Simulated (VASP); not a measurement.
**Fe: relaxation of cell and atoms with RPBE+D4**

Fe:

```
CELL_PARAMETERS angstrom
0.00000 1.94174 1.96511
1.49844 0.00000 1.96511
1.49844 1.94174 0.00000
ATOMIC_POSITIONS crystal
Fe 0.00000 0.00000 0.00000
```

| Quantity | Value |
| --- | --- |
| Program | VASP 6.6.1 |
| Task | relaxation of cell and atoms |
| Functional | RPBE |
| Dispersion | D4 |
| Potentials or basis | VASP PAW PBE potentials, release 64 (Fe) |
| Cutoff | 600 eV |
| k mesh | 13 × 13 × 13 |
| Occupations | fermi-dirac, width 0.05 eV |
| Spin | collinear spin, ferromagnetic start |
| Starting moments | [3.0] μB |
| Dipole correction | no |
| Further INCAR settings | ALGO = Fast; EDIFF = 1e-06; IBRION = 2; EDIFFG = -0.01; NSW = 60; ISIF = 3 |

```json
{"Relaxed volume": "11.09 Å³/atom", "Relaxed cell": "a = 2.809 Å, b = 2.433 Å, c = 2.433 Å, α = 70.51°, β = 54.75°, γ = 54.75°", "Space group after relaxing (to 0.1 Å)": "Im-3m (No. 229)", "Energy gained by relaxing": "22.5 meV/atom", "Ionic steps": "12", "Pressure after relaxing": "0.1 GPa", "Net moment": "2.12 μB per cell", "Site moments": "Fe +2.12 μB", "Valence electrons inside the program's atomic spheres": "Fe 7.31", "Dispersion energy per atom": "-0.693 eV"}
```

Stress tensor (GPa, compression positive):
```
0.02 0.00 0.00
0.00 0.13 0.00
0.00 0.00 0.09
```

Step by step:
```csv
step,energy change (eV),largest force (eV/Å),pressure (GPa),volume (Å³)
1,0.0000,0.0000,-4.30,11.44
2,-0.0111,0.0000,3.08,10.93
3,-0.0111,0.0000,3.07,10.95
4,-0.0197,0.0000,3.17,10.93
5,-0.0207,0.0000,3.49,10.92
6,-0.0206,0.0000,-3.18,11.28
7,-0.0225,0.0000,-0.07,11.09
8,-0.0225,0.0000,0.09,11.09
9,-0.0225,0.0000,0.13,11.09
10,-0.0225,0.0000,0.14,11.09
11,-0.0225,0.0000,0.10,11.09
12,-0.0225,0.0000,0.08,11.09
```

Final structure:
```
Fe
1.0
     0.00000    1.98624    1.98610
     1.40562    0.00000    1.98610
     1.40562    1.98624    0.00000
Fe
1
Direct
  0.00000 0.00000 0.00000
```

Levels at points of the mesh, in eV from the Fermi level:
Spin up:
```tsv
k point	band 2	band 3	band 4	band 5	band 6	band 7	band 8	band 9
(0.00, 0.00, 0.00)	-2.35	-2.35	-2.35	-1.13	-1.12	25.24	25.25	25.26
```
Spin down:
| k point | band 1 | band 2 | band 3 | band 4 | band 5 | band 6 |
| --- | --- | --- | --- | --- | --- | --- |
| (0.00, 0.00, 0.00) | -8.44 | -0.48 | -0.48 | -0.48 | 1.68 | 1.68 |

Wall time 11 min on 1 thread of Oxide Virtual Turin-like Processor, on a shared host, peak memory 0.19 GiB.

Caveat: the PAW data sets were made with another functional, which shifts forces and pressure a little.
